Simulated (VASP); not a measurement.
# Fe (P6_3/mmc) in VASP: notebook

Runs on Fe. Level: PBE. Tasks: relaxation of cell and atoms.

All numbers are computed with VASP 6.6.1; they aren't measurements. Logs are shortened: lines on timing, memory, paths and dates and some standing lists are left out, and cuts for length are marked.

**1. The cell of the first run**

It takes space group P6_3/mmc (No. 194, hexagonal). Conventional cell: a = 2.129 Å, b = 2.129 Å, c = 3.394 Å, α = 90.00°, β = 90.00°, γ = 120.00°. Fe (site symmetry -6m2) has 12 Fe at 2.10 to 2.13 Å within 2.8 Å.

This isn't the form of Fe at room conditions, which is bcc.

**2. Relaxation of cell and atoms, PBE, collinear spin, ferromagnetic start, target pressure 320 GPa, at which the enthalpy is minimised**

INCAR

```
SYSTEM = Fe
ALGO     = Normal         ! electronic algorithm
EDIFF    = 1E-6           ! SCF threshold, eV
EDIFFG   = -0.005         ! ionic threshold
ENCUT    = 600            ! plane-wave cutoff, eV
GGA      = PE             ! functional
IBRION   = 2              ! ionic algorithm
ISIF     = 3              ! what is computed and relaxed
ISMEAR   = -1             ! smearing method
ISPIN    = 2              ! spin polarisation
LASPH    = .TRUE.         ! aspherical terms in the spheres
LCHARG   = .FALSE.        ! write CHGCAR
LMAXMIX  = 4              ! l up to which the mixer works
LORBIT   = 11             ! projections on sites
LREAL    = .FALSE.        ! projectors in reciprocal space
LWAVE    = .FALSE.        ! write WAVECAR
MAGMOM   = 2.5 2.5        ! initial moments
NELM     = 150            ! most SCF steps
NSW      = 32             ! ionic steps
PREC     = Accurate       ! precision mode
PSTRESS  = 3200.0       
SIGMA    = 0.1            ! smearing width, eV
```

KPOINTS

```
k-points
0
G
  21 21 11
  0 0 0
```

POSCAR

```
Fe
1.0
    2.1292384637      0.0000000000      0.0000000000
   -1.0646192318      1.8439746002      0.0000000000
    0.0000000000      0.0000000000      3.3936243651
Fe
2
Direct
    0.3333333333      0.6666666667      0.2500000000
    0.6666666667      0.3333333333      0.7500000000
```

Potentials or basis: VASP PAW PBE potentials, release 64 (Fe).

Command:

```console
> cat potpaw_PBE.64/Fe/POTCAR > POTCAR
> mpirun -np 1 vasp_std > vasp.out
```

OUTCAR:

```text
SYSTEM = Fe
   EDIFF = 1E-6
   EDIFFG = -0.005
   ENCUT = 600
   GGA = PE
   IBRION = 2
   ISIF = 3
   ISMEAR = -1
   ISPIN = 2
   LASPH = .TRUE.
   LORBIT = 11
   LREAL = .FALSE.
   NELM = 150
   NSW = 32
   PREC = Accurate
   PSTRESS = 3200.0

 ion  position               nearest neighbor table
   1  0.333  0.667  0.250-   2 2.10   2 2.10   2 2.10   2 2.10   2 2.10   2 2.10   2 2.99   2 2.99
                             2 2.99   2 2.99   2 2.99   2 2.99
   2  0.667  0.333  0.750-   1 2.10   1 2.10   1 2.10   1 2.10   1 2.10   1 2.10   1 2.99   1 2.99
                             1 2.99   1 2.99   1 2.99   1 2.99

  LATTYP: Found a hexagonal cell.
 ALAT       =     2.1292384637
 C/A-ratio  =     1.5938207124

  Lattice vectors:

 A1 = (   2.1292384637,   0.0000000000,   0.0000000000)
 A2 = (  -1.0646192318,   1.8439746002,   0.0000000000)
 A3 = (   0.0000000000,   0.0000000000,   3.3936243651)

Analysis of symmetry for initial positions (statically):
=====================================================================
 Subroutine PRICEL returns:
 Original cell was already a primitive cell.

 Routine SETGRP: Setting up the symmetry group for a
 hexagonal supercell.

 Subroutine GETGRP returns: Found 24 space group operations
 (whereof 12 operations were pure point group operations)
 out of a pool of 24 trial point group operations.

The static configuration has the point symmetry D_3d.
 The point group associated with its full space group is D_6h.

Analysis of symmetry for dynamics (positions and initial velocities):
=====================================================================
 Subroutine PRICEL returns:
 Original cell was already a primitive cell.

 Routine SETGRP: Setting up the symmetry group for a
 hexagonal supercell.

 Subroutine GETGRP returns: Found 24 space group operations
 (whereof 12 operations were pure point group operations)
 out of a pool of 24 trial point group operations.

The dynamic configuration has the point symmetry D_3d.
 The point group associated with its full space group is D_6h.

Analysis of structural, dynamic, and magnetic symmetry:
=====================================================================
 Subroutine PRICEL returns:
 Original cell was already a primitive cell.

 Routine SETGRP: Setting up the symmetry group for a
 hexagonal supercell.

 Subroutine GETGRP returns: Found 24 space group operations
 (whereof 12 operations were pure point group operations)
 out of a pool of 24 trial point group operations.

The overall configuration has the point symmetry D_3d.
 The point group associated with its full space group is D_6h.

 Subroutine INISYM returns: Found 24 space group operations
 (whereof 12 operations are pure point group operations),
 and found     1 'primitive' translations
[... 125 lines left out ...]
   LRPA    =     F    only Hartree local field effects (RPA)
 conjugate gradient relaxation of ions
 spin polarized calculation
  energy-cutoff  :      600.00
  volume of cell :       13.32
 maximum number of plane-waves:       465
 NGX is ok and might be reduce to    18
   NGX =  9   NGY =  9   NGZ = 13

--------------------------------------- Ionic step        1  -------------------------------------------

 number of electron      15.9999986 magnetization       0.0001367

 number of electron      15.9999986 magnetization      -0.0000106

 Free energy of the ion-electron system (eV)
  ---------------------------------------------------
  ext. energy  EPLUGINS =         0.00000000
  ---------------------------------------------------
  free energy    TOTEN  =       -11.55656406 eV

  energy without entropy =      -11.50772335  energy(sigma->0) =      -11.53214370

------------------------ aborting loop because EDIFF is reached ----------------------------------------

  FORCE on cell =-STRESS in cart. coord.  units (eV):
  Direction    XX          YY          ZZ          XY          YZ          ZX
  --------------------------------------------------------------------------------------
  -------------------------------------------------------------------------------------
  Total       26.7292005     26.7292005     26.6300127      0.0000000      0.0000000      0.0000000
  in kB     3214.0567804   3214.0567802   3202.1299224      0.0000001      0.0000000      0.0000000
  external PRESSURE =      10.0811610 kB  Pullay stress =    3200.0000000 kB
[... 223 lines left out ...]
 number of electron      15.9999986 magnetization       0.0000012

 number of electron      15.9999986 magnetization      -0.0000011

 Free energy of the ion-electron system (eV)
  ---------------------------------------------------
  ext. energy  EPLUGINS =         0.00000000
  ---------------------------------------------------
  free energy    TOTEN  =       -11.57515156 eV

  energy without entropy =      -11.52628304  energy(sigma->0) =      -11.55071730

 E-fermi :  12.9425     XC(G=0): -16.4468

 val. band max:       12.9393616720   @ k =   0.3810   0.0952   0.3636
 cond. band min:      12.9431538922   @ k =   0.3333   0.2857   0.2727
 fundamental gap:      0.0037922202
 Fermi energy:        12.9424972826

 spin component 1

 k-point     1 :       0.0000    0.0000    0.0000
  band No.  band energies     occupation
      1       1.6503      1.00000
      2       4.7488      1.00000
      3       9.8016      1.00000
      4       9.8016      1.00000
      5       9.9947      1.00000
      6      10.6922      1.00000
      7      10.6922      1.00000
      8      11.4188      1.00000
      9      11.4188      1.00000
     10      14.0792      0.00001
     11      14.2187      0.00000
     12      14.2187      0.00000
     13      27.1415      0.00000
     14      38.2323      0.00000
[... 403 lines left out ...]
      4       7.8118      1.00000
      5       9.8972      1.00000
      6      10.0550      1.00000
      7      11.2047      1.00000
      8      11.6932      1.00000
      9      12.1546      0.99962
     10      13.0197      0.31606
     11      14.6371      0.00000
     12      22.2084      0.00000
     13      26.9566      0.00000
     14      33.3898      0.00000
     15      36.5866      0.00000

 [... further k-points ...]

 spin component 2

 k-point     1 :       0.0000    0.0000    0.0000
  band No.  band energies     occupation
      1       1.6503      1.00000
      2       4.7488      1.00000
      3       9.8016      1.00000
      4       9.8016      1.00000
      5       9.9947      1.00000
      6      10.6922      1.00000
      7      10.6922      1.00000
      8      11.4188      1.00000
      9      11.4188      1.00000
     10      14.0793      0.00001
     11      14.2187      0.00000
     12      14.2187      0.00000
     13      27.1415      0.00000
     14      38.2323      0.00000
[... 448 lines left out ...]
  energy  without entropy=      -11.5262830435  energy(sigma->0) =      -11.55071730

  enthalpy is  TOTEN    =        15.0556804770 eV   P V=       26.6308320408

 reached required accuracy - stopping structural energy minimisation

 total charge

# of ion       s       p       d       tot
------------------------------------------
    1        0.811   1.196   7.076   9.083
    2        0.811   1.196   7.076   9.083
--------------------------------------------------
tot          1.621   2.391  14.153  18.165

 magnetization (x)

# of ion       s       p       d       tot
------------------------------------------
    1        0.000   0.000   0.000   0.000
    2        0.000   0.000   0.000   0.000
--------------------------------------------------
tot          0.000   0.000   0.000   0.000
```

OSZICAR:

```text
N       E                     dE             d eps       ncg     rms          rms(c)
DAV:   1     0.849853482314E+02    0.84985E+02   -0.81646E+03 18400   0.174E+03
DAV:   2    -0.928805081534E+01   -0.94273E+02   -0.84987E+02 17301   0.266E+02
[... 43 lines left out ...]
   6 F= 0.15055717E+02 E0= 0.15080140E+02  d E =0.240766E-04  mag=     0.0000
       N       E                     dE             d eps       ncg     rms          rms(c)
DAV:   1    -0.115751913949E+02   -0.64013E-02   -0.20050E-03 20080   0.438E-01    0.532E-02
DAV:   2    -0.115751619537E+02    0.29441E-04   -0.31751E-05 20524   0.107E-01    0.214E-02
DAV:   3    -0.115751523305E+02    0.96231E-05   -0.65282E-06 22556   0.312E-02    0.530E-03
DAV:   4    -0.115751515638E+02    0.76671E-06   -0.63371E-07 11297   0.866E-03
   7 F= 0.15055680E+02 E0= 0.15080115E+02  d E =-.123189E-04  mag=     0.0000
```

CONTCAR:

```text
Fe
   1.00000000000000
     2.1303335094217974    0.0000000000192014    0.0000000000000000
    -1.0651667546442440    1.8449229375510925    0.0000000000000000
     0.0000000000000000    0.0000000000000000    3.3924972984937849
  Fe
     2
Direct
     0.3333333332999970    0.6666666667000030    0.2500000000000000
     0.6666666667000030    0.3333333332999970    0.7500000000000000

  0.00000000E+00  0.00000000E+00  0.00000000E+00
  0.00000000E+00  0.00000000E+00  0.00000000E+00
```

Wall time 6.6 min (1 thread of Intel Xeon Platinum 8375C at 2.90GHz (Ice Lake), shared host); peak memory 0.23 GiB.

What came out:

```
Free energy                                                : -11.5752 eV
Relaxed volume                                             : 6.67 Å³/atom
Relaxed cell                                               : a = 2.130 Å, b = 2.130 Å, c = 3.392 Å, α = 90.00°, β = 90.00°, γ = 120.00°
Space group after relaxing (to 0.1 Å)                      : P6_3/mmc (No. 194)
Energy change on relaxing (the run minimises the enthalpy) : -9.3 meV/atom
Ionic steps                                                : 7
Pressure after relaxing                                    : 320.0 GPa
Band gap on the k mesh                                     : zero (filled and empty bands overlap)
Net moment                                                 : 0.00 μB per cell
```

The path:
| step | energy change (eV) | largest force (eV/Å) | pressure (GPa) | volume (Å³) |
| --- | --- | --- | --- | --- |
| 1 | 0.0000 | 0.0000 | 321.01 | 13.32 |
| 2 | -0.1599 | 0.0000 | 312.34 | 13.41 |
| 3 | -0.0214 | 0.0000 | 319.89 | 13.33 |
| 4 | -0.0229 | 0.0000 | 319.70 | 13.34 |
| 5 | -0.0221 | 0.0000 | 319.82 | 13.34 |
| 6 | -0.0122 | 0.0000 | 320.38 | 13.33 |
| 7 | -0.0186 | 0.0000 | 320.02 | 13.33 |

Final structure:
```
Fe
1.0
     2.13033    0.00000    0.00000
    -1.06517    1.84492    0.00000
     0.00000    0.00000    3.39250
Fe
2
Direct
  0.33333 0.66667 0.25000
  0.66667 0.33333 0.75000
```

Levels at points of the mesh, in eV from the Fermi level:
Spin up:
| k point | band 4 | band 5 | band 6 | band 7 | band 8 | band 9 | band 10 | band 11 | band 12 | band 13 |
| --- | --- | --- | --- | --- | --- | --- | --- | --- | --- | --- |
| (0.00, 0.00, 0.00) | -3.14 | -2.95 | -2.25 | -2.25 | -1.52 | -1.52 | 1.14 | 1.28 | 1.28 | 14.20 |
Spin down:
```tsv
k point	band 5	band 6	band 7	band 8	band 9	band 10	band 11	band 12
(0.00, 0.00, 0.00)	-2.95	-2.25	-2.25	-1.52	-1.52	1.14	1.28	1.28
```

Caveat: the cell is relaxed towards a set pressure, so the run minimises the enthalpy, not the energy; the moments typed at the start vanished in this run.

**3. Relaxation of cell and atoms, PBE, collinear spin, ferromagnetic start, target pressure 320 GPa, at which the enthalpy is minimised**

This run uses another cell than the first one, of 6.79 Å³/atom.

INCAR

```
SYSTEM = Fe
PREC = Accurate
ENCUT = 600
EDIFF = 1E-7
ISMEAR = -1
SIGMA = 0.1
LREAL = .FALSE.
LASPH = .TRUE.
NELM = 150
ALGO = Normal
ISIF = 3
LWAVE = .FALSE.
LCHARG = .FALSE.
ISPIN = 2
MAGMOM = 2.5 2.5
LORBIT = 11
LMAXMIX = 4
GGA = PE
IBRION = 2
NSW = 60
EDIFFG = -0.005
PSTRESS = 3200.0
```

KPOINTS

```
regular mesh
0
G
  21 21 11
  0 0 0
```

POSCAR

```
Fe
1.0
    2.1313281334      0.0000000000      0.0000000000
   -1.0656640667      1.8457843074      0.0000000000
    0.0000000000      0.0000000000      3.4527515762
Fe
2
Direct
    0.3333333333      0.6666666667      0.2500000000
    0.6666666667      0.3333333333      0.7500000000
```

Potentials or basis: VASP PAW PBE potentials, release 64 (Fe).

Command:

```console
> cat potpaw_PBE.64/Fe/POTCAR > POTCAR
> mpirun -np 1 vasp_std > vasp.out
```

OUTCAR:

```text
SYSTEM = Fe
   PREC = Accurate
   ENCUT = 600
   EDIFF = 1E-7
   ISMEAR = -1
   LREAL = .FALSE.
   LASPH = .TRUE.
   NELM = 150
   ISIF = 3
   ISPIN = 2
   LORBIT = 11
   GGA = PE
   IBRION = 2
   NSW = 60
   EDIFFG = -0.005
   PSTRESS = 3200.0

 ion  position               nearest neighbor table
   1  0.333  0.667  0.250-   2 2.12   2 2.12   2 2.12   2 2.12   2 2.12   2 2.12   2 3.01   2 3.01
                             2 3.01   2 3.01   2 3.01   2 3.01
   2  0.667  0.333  0.750-   1 2.12   1 2.12   1 2.12   1 2.12   1 2.12   1 2.12   1 3.01   1 3.01
                             1 3.01   1 3.01   1 3.01   1 3.01

  LATTYP: Found a hexagonal cell.
 ALAT       =     2.1313281334
 C/A-ratio  =     1.6200000000

  Lattice vectors:

 A1 = (   2.1313281334,   0.0000000000,   0.0000000000)
 A2 = (  -1.0656640667,   1.8457843074,   0.0000000000)
 A3 = (   0.0000000000,   0.0000000000,   3.4527515762)

Analysis of symmetry for initial positions (statically):
=====================================================================
 Subroutine PRICEL returns:
 Original cell was already a primitive cell.

 Routine SETGRP: Setting up the symmetry group for a
 hexagonal supercell.

 Subroutine GETGRP returns: Found 24 space group operations
 (whereof 12 operations were pure point group operations)
 out of a pool of 24 trial point group operations.

The static configuration has the point symmetry D_3d.
 The point group associated with its full space group is D_6h.

Analysis of symmetry for dynamics (positions and initial velocities):
=====================================================================
 Subroutine PRICEL returns:
[... 391 lines left out ...]
 cond. band min:      12.9436957200   @ k =   0.3333   0.2857   0.2727
 fundamental gap:      0.0045814604
 Fermi energy:        12.9426052655

 spin component 1

 k-point     1 :       0.0000    0.0000    0.0000
  band No.  band energies     occupation
      1       1.6503      1.00000
      2       4.7486      1.00000
      3       9.8015      1.00000
      4       9.8015      1.00000
      5       9.9959      1.00000
      6      10.6923      1.00000
      7      10.6923      1.00000
      8      11.4179      1.00000
      9      11.4179      1.00000
     10      14.0814      0.00001
     11      14.2188      0.00000
     12      14.2188      0.00000
     13      27.1434      0.00000
     14      38.2309      0.00000
[... 403 lines left out ...]
      4       7.8121      1.00000
      5       9.8968      1.00000
      6      10.0556      1.00000
      7      11.2047      1.00000
      8      11.6941      1.00000
      9      12.1543      0.99962
     10      13.0196      0.31647
     11      14.6375      0.00000
     12      22.2098      0.00000
     13      26.9582      0.00000
     14      33.3887      0.00000
     15      36.5853      0.00000

 [... further k-points ...]

 spin component 2

 k-point     1 :       0.0000    0.0000    0.0000
  band No.  band energies     occupation
      1       1.6503      1.00000
      2       4.7486      1.00000
      3       9.8015      1.00000
      4       9.8015      1.00000
      5       9.9959      1.00000
      6      10.6923      1.00000
      7      10.6923      1.00000
      8      11.4179      1.00000
      9      11.4179      1.00000
     10      14.0814      0.00001
     11      14.2188      0.00000
     12      14.2188      0.00000
     13      27.1434      0.00000
     14      38.2309      0.00000
[... 448 lines left out ...]
  energy  without entropy=      -11.5262889444  energy(sigma->0) =      -11.55072297

  enthalpy is  TOTEN    =        15.0554015429 eV   P V=       26.6305585481

 reached required accuracy - stopping structural energy minimisation

 total charge

# of ion       s       p       d       tot
------------------------------------------
    1        0.811   1.196   7.076   9.083
    2        0.811   1.196   7.076   9.083
--------------------------------------------------
tot          1.621   2.391  14.153  18.165

 magnetization (x)

# of ion       s       p       d       tot
------------------------------------------
    1       -0.000  -0.000  -0.000  -0.000
    2       -0.000  -0.000  -0.000  -0.000
--------------------------------------------------
tot         -0.000  -0.000  -0.000  -0.000
```

OSZICAR:

```text
N       E                     dE             d eps       ncg     rms          rms(c)
DAV:   1     0.843426632746E+02    0.84343E+02   -0.81653E+03 18344   0.174E+03
DAV:   2    -0.988264257282E+01   -0.94225E+02   -0.84884E+02 17301   0.264E+02
DAV:   3    -0.121164419905E+02   -0.22338E+01   -0.21730E+01 20570   0.566E+01
DAV:   4    -0.121296342462E+02   -0.13192E-01   -0.13190E-01 21081   0.383E+00
[... 91 lines left out ...]
   9 F= 0.15055401E+02 E0= 0.15079835E+02  d E =-.492692E-05  mag=     0.0000
       N       E                     dE             d eps       ncg     rms          rms(c)
DAV:   1    -0.115751572005E+02   -0.74150E-03   -0.15050E-06 18274   0.256E-02    0.381E-03
DAV:   2    -0.115751570367E+02    0.16388E-06   -0.98459E-08  8892   0.797E-03    0.652E-04
DAV:   3    -0.115751570052E+02    0.31449E-07   -0.10514E-08  8794   0.107E-03
  10 F= 0.15055402E+02 E0= 0.15079836E+02  d E =-.484544E-05  mag=    -0.0000
```

CONTCAR:

```text
Fe
   1.00000000000000
     2.1303990536676847   -0.0000000000000000   -0.0000000000000000
    -1.0651995268338423    1.8449797008197175   -0.0000000000000000
     0.0000000000000000   -0.0000000000000000    3.3922537147710727
  Fe
     2
Direct
     0.3333333332999970    0.6666666667000030    0.2500000000000000
     0.6666666667000030    0.3333333332999970    0.7500000000000000

  0.00000000E+00  0.00000000E+00  0.00000000E+00
  0.00000000E+00  0.00000000E+00  0.00000000E+00
```

Wall time 14 min (1 thread of Intel Xeon Platinum 8375C at 2.90GHz (Ice Lake), shared host); peak memory 0.24 GiB.

Results:

```yaml
Free_energy: -11.5752 eV
Relaxed_volume: 6.67 Å³/atom
Relaxed_cell: a = 2.130 Å, b = 2.130 Å, c = 3.392 Å, α = 90.00°, β = 90.00°, γ = 120.00°
Space_group_after_relaxing_to_0.1_Å: P6_3/mmc (No. 194)
Energy_change_on_relaxing_the_run_minimises_the_enthalpy: +233.1 meV/atom
Ionic_steps: 10
Pressure_after_relaxing: 320.0 GPa
Band_gap_on_the_k_mesh: zero (filled and empty bands overlap)
Net_moment: 0.00 μB per cell
```

Step by step:
```csv
step,energy change (eV),largest force (eV/Å),pressure (GPa),volume (Å³)
1,0.0000,0.0000,293.78,13.58
2,5.5899,0.0000,594.98,11.50
3,0.4770,0.0000,320.30,13.33
4,0.5220,0.0000,322.79,13.31
5,0.3866,0.0000,315.36,13.38
6,0.4607,0.0000,319.72,13.34
7,0.4596,0.0000,319.66,13.34
8,0.4989,0.0000,321.81,13.32
9,0.4670,0.0000,320.06,13.33
10,0.4662,0.0000,320.01,13.33
```

Final structure:
```
CELL_PARAMETERS angstrom
2.13040 0.00000 0.00000
-1.06520 1.84498 0.00000
0.00000 0.00000 3.39225
ATOMIC_POSITIONS crystal
Fe 0.33333 0.66667 0.25000
Fe 0.66667 0.33333 0.75000
```

Levels at points of the mesh, in eV from the Fermi level:
Spin up:
```tsv
k point	band 6	band 7	band 8	band 9	band 10	band 11
(0.00, 0.00, 0.00)	-2.25	-2.25	-1.52	-1.52	1.14	1.28
```
Spin down:
```tsv
k point	band 4	band 5	band 6	band 7	band 8	band 9	band 10	band 11	band 12	band 13
(0.00, 0.00, 0.00)	-3.14	-2.95	-2.25	-2.25	-1.52	-1.52	1.14	1.28	1.28	14.20
```

Caveat: the cell is relaxed towards a set pressure, so the run minimises the enthalpy, not the energy; the moments typed at the start vanished in this run.
